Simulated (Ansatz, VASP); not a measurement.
## ZnS in VASP and in Ansatz

Contents of POSCAR:

```
ZnS
1.0
    0.0000000000      2.7046500000      2.7046500000
    2.7046500000      0.0000000000      2.7046500000
    2.7046500000      2.7046500000      0.0000000000
Zn S
1 1
Direct
    0.0000000000      0.0000000000      0.0000000000
    0.7500000000      0.7500000000      0.6760532786
```

File INCAR.step1:

```
SYSTEM = ZnS
ALGO     = Normal         ! electronic algorithm
EDIFF    = 1E-4           ! SCF threshold, eV
ENCUT    = 520            ! plane-wave cutoff, eV
GGA      = PE             ! functional
ISMEAR   = 0              ! smearing method
LASPH    = .True.         ! aspherical terms in the spheres
LCHARG   = .False.        ! write CHGCAR
LREAL    = .False.        ! projectors in reciprocal space
LWAVE    = .True.         ! write WAVECAR
NBANDS   = 16             ! bands
NELM     = 60             ! most SCF steps
PREC     = Accurate       ! precision mode
SIGMA    = 0.05           ! smearing width, eV
```

INCAR.step2

```
SYSTEM = ZnS
ALGO     = Normal         ! electronic algorithm
EDIFF    = 1E-6           ! SCF threshold, eV
ENCUT    = 520            ! plane-wave cutoff, eV
ISIF     = 2              ! what is computed and relaxed
ISMEAR   = 0              ! smearing method
ISTART   = 1            
LASPH    = .True.         ! aspherical terms in the spheres
LCHARG   = .False.        ! write CHGCAR
LMIXTAU  = .True.       
LREAL    = .False.        ! projectors in reciprocal space
LWAVE    = .False.        ! write WAVECAR
METAGGA  = R2SCAN         ! meta-GGA
NBANDS   = 16             ! bands
NELM     = 60             ! most SCF steps
PREC     = Accurate       ! precision mode
SIGMA    = 0.05           ! smearing width, eV
```

Contents of KPOINTS:

```
k-points
0
Gamma
  8 8 8
  0 0 0
```

Input for Ansatz:

```yaml
crystal:
  lattice:
    - [0.0, 2.70465, 2.70465]
    - [2.70465, 0.0, 2.70465]
    - [2.70465, 2.70465, 0.0]
  atoms:
    - { symbol: Zn, position: [0.0, 0.0, 0.0] }
    - { symbol: S, position: [0.75, 0.75, 0.6760532786] }
basis:
  ecutwfc: 500
kpoints:
  mp_grid: { grid: [8, 8, 8] }
hamiltonian:
  xc: r2scan
scf:
  occupations: { method: gaussian, width: 0.05 }
output:
  forces: true
  stress: true
  eigenvalues: true
```

Alike in both runs: task single point; functional r2SCAN; k mesh 8 × 8 × 8; occupations gaussian, width 0.05 eV; no spin polarisation.

|  | VASP | Ansatz |
| --- | --- | --- |
| version | VASP 6.6.1 | Ansatz 0.2.0 |
| potentials or method | VASP PAW PBE potentials, release 64 (Zn, S), cutoff 520 eV | scalar-relativistic, plane waves, PAW |
| valence electrons in the cell | 18 | 18 |

|  | VASP | Ansatz | Ansatz less VASP |
| --- | --- | --- | --- |
| gap on the k mesh at the Fermi level (eV) | 2.59 | 2.58 | -0.009 |
| least direct gap on the mesh (eV) | 2.59 | 2.58 | -0.009 |
| pressure (GPa) | 2.1 | 1.9 | -0.13 |
| traceless stress, the component that is largest in VASP (GPa) | -5.15 | -5.07 | +0.082 |
| rms of the force components (eV/Å) | 1.208 | 1.191 | -0.0162 |

VASP's potentials were made for PBE, not for r2SCAN. Atom by atom the forces differ by 0.016 eV/Å (rms over components).
